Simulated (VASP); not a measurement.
# BaCu3 (Pm-3m) in VASP: further runs

BaCu3 is run at these levels: PBEsol; tasks: single point.

All numbers are computed with VASP 6.6.1; they aren't measurements. Logs are shortened: lines on timing, memory, paths and dates and some standing lists are left out, and cuts for length are marked.

### 1 The cell of the first run

The structure is cubic, space group Pm-3m (No. 221). Conventional cell: a = 4.251 Å, b = 4.251 Å, c = 4.251 Å, α = 90.00°, β = 90.00°, γ = 90.00°. Within 4.0 Å of Ba (site symmetry m-3m) lie 12 Cu at 3.01 Å. Within 4.0 Å of Cu (site symmetry 4/mmm) lie 4 Ba at 3.01 Å and 8 Cu at 3.01 Å.

### 2 Single point, PBEsol (volume scaled by 0.960)

Input file INCAR:

```
ALGO = Normal
EDIFF = 1E-6
ENCUT = 520
GGA = PS
ISIF = 2
ISMEAR = 0
LASPH = T
LCHARG = F
LREAL = F
LWAVE = F
NBANDS = 30
NELM = 80
PREC = Accurate
SIGMA = 0.05
```

Input file KPOINTS:

```
k-points
0
Gamma
  8 8 8
```

Input file POSCAR:

```
BaCu3
1.0
    4.2507616852      0.0000000000      0.0000000000
    0.0000000000      4.2507616852      0.0000000000
    0.0000000000      0.0000000000      4.2507616852
Ba Cu
1 3
Direct
    0.0000000000      0.0000000000      0.0000000000
    0.0000000000      0.5000000000      0.5000000000
    0.5000000000      0.5000000000      0.0000000000
    0.5000000000      0.0000000000      0.5000000000
```

Potentials or basis: VASP PAW PBE potentials, release 64 (Ba_sv, Cu).

On the command line:

```bash
$ cat potpaw_PBE.64/Ba_sv/POTCAR potpaw_PBE.64/Cu/POTCAR > POTCAR
$ mpirun -np 1 vasp_std > vasp.out
```

OUTCAR:

```text
EDIFF = 1E-6
   ENCUT = 520
   GGA = PS
   ISIF = 2
   ISMEAR = 0
   LASPH = T
   LREAL = F
   NELM = 80
   PREC = Accurate

 ion  position               nearest neighbor table
   1  0.000  0.000  0.000-   2 3.01   3 3.01   4 3.01   2 3.01   4 3.01   2 3.01   3 3.01   2 3.01
                             3 3.01   4 3.01   4 3.01   3 3.01
   2  0.000  0.500  0.500-   1 3.01   1 3.01   1 3.01   1 3.01
   3  0.500  0.500  0.000-   1 3.01   1 3.01   1 3.01   1 3.01
   4  0.500  0.000  0.500-   1 3.01   1 3.01   1 3.01   1 3.01

  LATTYP: Found a simple cubic cell.
 ALAT       =     4.2507616852

  Lattice vectors:

 A1 = (   4.2507616852,   0.0000000000,   0.0000000000)
 A2 = (   0.0000000000,   4.2507616852,   0.0000000000)
 A3 = (   0.0000000000,   0.0000000000,   4.2507616852)

Analysis of symmetry for initial positions (statically):
=====================================================================
 Subroutine PRICEL returns:
 Original cell was already a primitive cell.

 Routine SETGRP: Setting up the symmetry group for a
 simple cubic supercell.

 Subroutine GETGRP returns: Found 48 space group operations
 (whereof 48 operations were pure point group operations)
 out of a pool of 48 trial point group operations.

The static configuration has the point symmetry O_h .

Analysis of symmetry for dynamics (positions and initial velocities):
=====================================================================
 Subroutine PRICEL returns:
 Original cell was already a primitive cell.

 Routine SETGRP: Setting up the symmetry group for a
 simple cubic supercell.

 Subroutine GETGRP returns: Found 48 space group operations
 (whereof 48 operations were pure point group operations)
 out of a pool of 48 trial point group operations.

The dynamic configuration has the point symmetry O_h .

 Subroutine INISYM returns: Found 48 space group operations
 (whereof 48 operations are pure point group operations),
 and found     1 'primitive' translations

----------------------------------------------------------------------------------------

                                     Primitive cell

  volume of cell :      76.8069

  direct lattice vectors                    reciprocal lattice vectors
     4.250761685  0.000000000  0.000000000     0.235251956  0.000000000  0.000000000
     0.000000000  4.250761685  0.000000000     0.000000000  0.235251956  0.000000000
     0.000000000  0.000000000  4.250761685     0.000000000  0.000000000  0.235251956

  length of vectors
     4.250761685  4.250761685  4.250761685     0.235251956  0.235251956  0.235251956

  position of ions in fractional coordinates (direct lattice)
     0.000000000  0.000000000  0.000000000
     0.000000000  0.500000000  0.500000000
     0.500000000  0.500000000  0.000000000
     0.500000000  0.000000000  0.500000000

  ion indices of the primitive-cell ions
   primitive index   ion index
                 1           1
                 2           2
                 3           3
                 4           4

----------------------------------------------------------------------------------------

 KPOINTS: k-points

Automatic generation of k-mesh.
 Grid dimensions read from file:
 generate k-points for:    8    8    8

 Generating k-lattice:

  Cartesian coordinates                     Fractional coordinates (reciprocal lattice)
     0.029406494  0.000000000  0.000000000     0.125000000  0.000000000  0.000000000
     0.000000000  0.029406494  0.000000000     0.000000000  0.125000000  0.000000000
     0.000000000  0.000000000  0.029406494     0.000000000  0.000000000  0.125000000

  Length of vectors
     0.029406494  0.029406494  0.029406494

  Shift w.r.t. Gamma in fractional coordinates (k-lattice)
     0.000000000  0.000000000  0.000000000

 Subroutine IBZKPT returns following result:
 ===========================================

 Found     35 irreducible k-points:

 Following reciprocal coordinates:
            Coordinates               Weight
  0.000000  0.000000  0.000000      1.000000
  0.125000  0.000000  0.000000      6.000000
  0.250000  0.000000  0.000000      6.000000
  0.375000  0.000000  0.000000      6.000000
  0.500000  0.000000  0.000000      3.000000
  0.125000  0.125000  0.000000     12.000000
[... 16 lines left out ...]
  0.375000  0.375000  0.125000     24.000000
  0.500000  0.375000  0.125000     24.000000
 [... further k-points ...]
   k-points           NKPTS =     35   k-points in BZ     NKDIM =     35   number of bands    NBANDS=     30
   number of dos      NEDOS =    301   number of ions     NIONS =      4
   total plane-waves  NPLWV =  32768
   dimension x,y,z NGX =    32 NGY =   32 NGZ =   32
   dimension x,y,z NGXF=    64 NGYF=   64 NGZF=   64
   ions per type =               1   3
   NGX,Y,Z   is equivalent  to a cutoff of  12.52, 12.52, 12.52 a.u.
   NGXF,Y,Z  is equivalent  to a cutoff of  25.03, 25.03, 25.03 a.u.
 SYSTEM =  unknown system
   PREC   = accura    normal or accurate (medium, high low for compatibility)
   ISTART =      0    job   : 0-new  1-cont  2-samecut
   ICHARG =      2    charge: 1-file 2-atom 10-const
   ISPIN  =      1    spin polarized calculation?
   LNONCOLLINEAR =      F non collinear calculations
   LSORBIT =      F    spin-orbit coupling
   LASPH  =      T    aspherical Exc in radial PAW
   ENCUT  =  520.0 eV  38.22 Ry    6.18 a.u.   7.90  7.90  7.90*2*pi/ulx,y,z
   NELM   =     80;   NELMIN=  2; NELMDL= -5     # of ELM steps
   EDIFF  = 0.1E-05   stopping-criterion for ELM
   LREAL  =      F    real-space projection
   EDIFFG = 0.1E-04   stopping-criterion for IOM
   NSW    =      0    number of steps for IOM
   IBRION =     -1    ionic relax: 0-MD 1-quasi-New 2-CG
   NFREE  =      0    steps in history (QN), initial steepest desc. (CG)
   ISIF   =      2    stress and relaxation
   ISYM   =      2    0-nonsym 1-usesym 2-fastsym
   POTIM  = 0.5000    time-step for ionic-motion
   TEBEG  =    0.0;   TEEND  =   0.0 temperature during run
   PSTRESS=    0.0 pullay stress
   NELECT =      43.0000    total number of electrons
   NUPDOWN=      -1.0000    fix difference up-down
   EMIN   =  10.00;   EMAX   =-10.00  energy-range for DOS
   EFERMI =   0.00;   METHOD = LEGACY
   ISMEAR =     0;   SIGMA  =   0.05  broadening in eV -4-tet -1-fermi 0-gaus
   EFERMI_NEDOS =   21; number of points for ismear=-14 and -15
   IALGO  =     38    algorithm
   IMIX   =      4    mixing-type and parameters
     AMIX     =   0.40;   BMIX     =  1.00
     AMIX_MAG =   1.60;   BMIX_MAG =  1.00
  volume/ion in A,a.u.               =      19.20       129.58
  Fermi-wavevector in a.u.,A,eV,Ry     =   1.349266  2.549743 24.769659  1.820519
  Thomas-Fermi vector in A             =   2.476867
   LORBIT       =      0    0 simple, 1 ext, 2 COOP (PROOUT), +10 PAW based schemes
   GGA     = PS    functional components
   LHFCALC =     F    Hartree Fock is set to
   AEXX    =    0.0000 exact exchange contribution
   IVDW    =     0    specifies the selected vdW correction
   LEPSILON=     F    determine dielectric tensor
   LRPA    =     F    only Hartree local field effects (RPA)
 non-spin polarized calculation
 Gauss-broadening in eV      SIGMA  =   0.05
  energy-cutoff  :      520.00
  volume of cell :       76.81
 maximum number of plane-waves:      2103
 NGX is ok and might be reduce to    32
   NGX = 15   NGY = 15   NGZ = 15

 number of electron      43.0000086 magnetization

 Free energy of the ion-electron system (eV)
  ---------------------------------------------------
  ext. energy  EPLUGINS =         0.00000000
  ---------------------------------------------------
  free energy    TOTEN  =       -12.51107827 eV

  energy without entropy =      -12.50645094  energy(sigma->0) =      -12.50876461

 E-fermi :   4.6759     XC(G=0): -10.9395

 val. band max:        4.6629627973   @ k =   0.5000   0.3750   0.0000
 cond. band min:       4.6779142139   @ k =   0.3750   0.2500   0.1250
 fundamental gap:      0.0149514166
 Fermi energy:         4.6759127520

 k-point     1 :       0.0000    0.0000    0.0000
  band No.  band energies     occupation
      1     -22.5278      2.00000
      2      -7.8253      2.00000
      3      -7.8253      2.00000
      4      -7.8253      2.00000
      5      -1.4146      2.00000
      6       0.6861      2.00000
[... 22 lines left out ...]
     29      11.9105      0.00000
     30      11.9105      0.00000

 k-point     2 :       0.1250    0.0000    0.0000
  band No.  band energies     occupation
      1     -22.5218      2.00000
      2      -7.9473      2.00000
      3      -7.8221      2.00000
      4      -7.8221      2.00000
      5      -1.1978      2.00000
      6       0.7590      2.00000
[... 22 lines left out ...]
     29      10.7563      0.00000
     30      12.7844      0.00000

 k-point     3 :       0.2500    0.0000    0.0000
  band No.  band energies     occupation
      1     -22.5074      2.00000
      2      -8.2186      2.00000
      3      -7.8145      2.00000
      4      -7.8145      2.00000
      5      -0.6357      2.00000
      6       0.9560      2.00000
[... 22 lines left out ...]
     29      10.2040      0.00000
     30      13.3336      0.00000

 k-point     4 :       0.3750    0.0000    0.0000
  band No.  band energies     occupation
      1     -22.4929      2.00000
      2      -8.4638      2.00000
      3      -7.8069      2.00000
      4      -7.8069      2.00000
      5       0.1185      2.00000
      6       1.2022      2.00000
[... 616 lines left out ...]
     29      10.7581      0.00000
     30      12.8833      0.00000

 k-point    23 :       0.3750    0.3750    0.1250
  band No.  band energies     occupation
      1     -22.4578      2.00000
      2      -8.3397      2.00000
      3      -8.3023      2.00000
      4      -7.8641      2.00000
      5       0.7767      2.00000
      6       1.3185      2.00000
[... 22 lines left out ...]
     29      12.6593      0.00000
     30      12.6704      0.00000

 k-point    24 :       0.5000    0.3750    0.1250
  band No.  band energies     occupation
      1     -22.4526      2.00000
      2      -8.4006      2.00000
      3      -8.2993      2.00000
      4      -7.8577      2.00000
      5       0.8284      2.00000
      6       1.3900      2.00000
[... 22 lines left out ...]
     29      11.6663      0.00000
     30      12.5241      0.00000

 [... further k-points ...]

------------------------ aborting loop because EDIFF is reached ----------------------------------------

  FORCE on cell =-STRESS in cart. coord.  units (eV):
  Direction    XX          YY          ZZ          XY          YZ          ZX
  --------------------------------------------------------------------------------------
  -------------------------------------------------------------------------------------
  Total        1.6372094      1.6372094      1.6372094     -0.0000000     -0.0000000     -0.0000000
  in kB       34.1518732     34.1518732     34.1518732     -0.0000000     -0.0000000     -0.0000000
  external PRESSURE =      34.1518732 kB  Pullay stress =       0.0000000 kB

 VOLUME and BASIS-vectors are now :
 -----------------------------------------------------------------------------
  energy-cutoff  :      520.00
  volume of cell :       76.81
      direct lattice vectors                 reciprocal lattice vectors
     4.250761685  0.000000000  0.000000000     0.235251956  0.000000000  0.000000000
     0.000000000  4.250761685  0.000000000     0.000000000  0.235251956  0.000000000
     0.000000000  0.000000000  4.250761685     0.000000000  0.000000000  0.235251956

 POSITION                                       TOTAL-FORCE (eV/Angst)
 -----------------------------------------------------------------------------------
      0.00000      0.00000      0.00000         0.000000      0.000000      0.000000
      0.00000      2.12538      2.12538         0.000000      0.000000      0.000000
      2.12538      2.12538      0.00000         0.000000      0.000000      0.000000
      2.12538      0.00000      2.12538         0.000000      0.000000      0.000000
 -----------------------------------------------------------------------------------
    total drift:                                0.000000     -0.000000     -0.000000

  FREE ENERGIE OF THE ION-ELECTRON SYSTEM (eV)
  ---------------------------------------------------
  free  energy   TOTEN  =       -12.5110782747 eV

  energy  without entropy=      -12.5064509373  energy(sigma->0) =      -12.50876461
```

It took 36 s on 1 thread of Intel Xeon 6975P-C (Granite Rapids), shared host; peak memory 0.22 GiB.

Results:

```yaml
Free_energy: -12.5111 eV
Pressure: 3.4 GPa
```

Levels at points of the mesh, in eV from the Fermi level:
```tsv
k point	band 20	band 21	band 22	band 23	band 24	band 25
(0.00, 0.00, 0.00)	-1.98	0.79	0.79	2.56	2.56	2.56
(0.50, 0.00, 0.00)	-2.09	-1.98	1.05	1.05	1.07	3.30
(0.50, 0.50, 0.00)	-2.32	-1.08	-0.08	-0.08	2.11	2.11
(0.50, 0.50, 0.50)	-0.77	-0.47	-0.47	-0.47	2.54	2.54
```

Caveat: the PAW data sets were made with another functional, which shifts forces and pressure a little; spin-orbit coupling is left out, which moves the levels of the heavy elements.

(Continued in part 2 of 3.)
